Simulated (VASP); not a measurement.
KF: single point with PBE

KF:

```
K F
1.0
     0.00000    2.63000    2.63000
     2.63000    0.00000    2.63000
     2.63000    2.63000    0.00000
K F
1 1
Direct
  0.00000 0.00000 0.00000
  0.50000 0.50000 0.50000
```

```yaml
Program: VASP 6.6.1
Task: single point
Functional: PBE
Potentials_or_basis: VASP PAW PBE potentials, release 64 (K_sv, F)
Cutoff: 600 eV
k_mesh: 4 × 4 × 4
Occupations: gaussian, width 0.01 eV
Spin: no spin polarisation
```

The pressure is 3.3 GPa. The band gap on the k mesh is 6.42 eV.

Levels at points of the mesh, in eV from the valence-band top:
```tsv
k point	band 4	band 5	band 6	band 7	band 8	band 9	band 10	band 11	band 12	band 13
(0.00, 0.00, 0.00)	-9.22	-9.22	0.00	0.00	0.00	6.42	10.81	10.81	10.81	12.55
(0.50, 0.00, 0.00)	-9.26	-9.26	-0.85	-0.39	-0.39	9.27	10.97	12.30	12.30	14.62
(0.50, 0.50, 0.00)	-9.47	-9.47	-0.19	-0.05	-0.05	8.24	10.57	12.20	13.87	14.53
```

Wall time 6.3 s on 1 thread of AMD EPYC 7R13, with other jobs on the host, peak memory 0.13 GiB.

Caveat: the k points lie up to 0.52 Å⁻¹ apart.
